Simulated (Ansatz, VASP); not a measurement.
**Se: VASP beside Ansatz**

File INCAR:

```
SYSTEM = Se
  PREC = Accurate
  ENCUT = 500
  EDIFF = 1E-6
  ISMEAR = -1
  SIGMA = 0.08
  LREAL = .False.
  LASPH = .True.
  NELM = 120
  ALGO = Normal
  ISIF = 2
  LWAVE = .False.
  LCHARG = .False.
  GGA = CA
  NBANDS = 9
  GGA_COMPAT = .False.
```

File KPOINTS:

```
regular mesh
0
Gamma
  15 15 15
  0 0 0
```

POSCAR

```
Se
1.0
   -1.6230237048      1.6230237048      1.6230237048
    1.6230237048     -1.6230237048      1.6230237048
    1.6230237048      1.6230237048     -1.6230237048
Se
1
Direct
    0.0000000000      0.0000000000      0.0000000000
```

Input for Ansatz:

```yaml
crystal:
  lattice:
    - [-1.6230237048, 1.6230237048, 1.6230237048]
    - [1.6230237048, -1.6230237048, 1.6230237048]
    - [1.6230237048, 1.6230237048, -1.6230237048]
  atoms:
    - { symbol: Se, position: [0.0, 0.0, 0.0] }
kpoints:
  mp_grid: { grid: [15, 15, 15] }
scf:
  occupations: { method: fermi_dirac, width: 0.08 }
  initial_density: { chi_scale: 0.0 }
hamiltonian:
  xc: lda
  pseudopotentials: { kind: paw }
output:
  forces: true
  stress: true
  eigenvalues: true
  populations: true
  write_density: true
  write_potential: true
  elf: true
  volumetric_format: npy
```

Alike in both runs: task single point; functional LDA; k mesh 15 × 15 × 15; occupations fermi-dirac, width 0.08 eV; no spin polarisation.

|  | VASP | Ansatz |
| --- | --- | --- |
| version | VASP 6.6.1 | Ansatz 0.2.0 |
| potentials or method | VASP PAW LDA potentials, release 64 (Se) | PAW with Ansatz's default frozen-core files, scalar-relativistic |
| plane-wave cutoff (eV) | 500 | 420 |
| valence electrons in the cell | 6 | 16 |

VASP gave:

| Property | Result |
| --- | --- |
| gap on the k mesh at the Fermi level (eV) | none |
| pressure (GPa) | 12.0 |

Problem. Estimate Ansatz's values.

Solution. gap on the k mesh at the Fermi level (eV): none; pressure (GPa): 11.7.

LDA's correlation is that of Perdew and Zunger in VASP and of Perdew and Wang (1992) in Ansatz. A gap of «none» marks a metal or a gap that the smearing closes. VASP's potentials hold 6 valence electrons a cell and Ansatz's 16, so a difference there can come from the potentials and not from the codes.
